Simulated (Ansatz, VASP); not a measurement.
One calculation of Ta4O, two programs

```
Ta O
1.0
     3.25750    0.00000    0.00000
     0.00000    3.25750    0.00000
     0.00000    0.00000    7.40934
Ta O
4 1
Direct
  0.00000 0.00000 0.50000
  0.50000 0.50000 0.78316
  0.50000 0.50000 0.21684
  0.00000 0.00000 0.00000
  0.50000 0.50000 0.50000
```

Alike in both runs: task relaxation of cell and atoms; functional PBE; k mesh 12 × 12 × 6; occupations gaussian, width 0.1 eV; no spin polarisation.

|  | VASP | Ansatz |
| --- | --- | --- |
| version | VASP 6.6.1 | Ansatz 0.2.0 |
| potentials or method | VASP PAW PBE potentials, release 64 (Ta_pv, O), cutoff 600 eV | scalar-relativistic, plane waves, PAW |
| valence electrons in the cell | 50 | 58 |

|  | VASP | Ansatz | Ansatz less VASP |
| --- | --- | --- | --- |
| gap on the k mesh at the Fermi level, each at its own relaxed structure (eV) | none | none | - |
| relaxed volume (Å³/atom) | 15.68 | 15.67 | -0.014 |
| relaxed cell length with the largest relative difference (Å) | 7.400 | 7.396 | -0.0040 |

A gap of «none» marks a metal or a gap that the smearing closes. VASP's potentials hold 50 valence electrons a cell and Ansatz's 58, so a difference there can come from the potentials and not from the codes.

Spin-orbit coupling is off throughout.
